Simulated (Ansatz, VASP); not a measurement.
# Two plane-wave programs on Co

```
Co
1.0
     3.80279    0.00000    0.00000
    -1.90140    3.29331    0.00000
     0.00000    0.00000    2.32921
Co
3
Direct
  0.00000 0.00000 0.00000
  0.33333 0.66667 0.50000
  0.66667 0.33333 0.50000
```

Alike in both runs: task single point; functional PBEsol; k mesh 11 × 11 × 15; occupations fermi-dirac, width 0.1 eV; no spin polarisation.

```csv
,VASP,Ansatz
version,VASP 6.6.1,Ansatz 0.2.0
potentials or method,"VASP PAW PBE potentials, release 64 (Co), cutoff 520 eV","plane waves (420 eV) with PAW, scalar-relativistic"
valence electrons in the cell,27,51
```

|  | VASP | Ansatz | Ansatz less VASP |
| --- | --- | --- | --- |
| pressure (GPa) | 10.9 | 12.2 | +1.38 |
| traceless stress, the component that is largest in VASP (GPa) | -0.18 | -0.20 | -0.026 |

VASP's potentials were made for PBE, not for PBEsol, and Ansatz warns of the same on its side. VASP's potentials hold 27 valence electrons a cell and Ansatz's 51, so a difference there can come from the potentials and not from the codes.
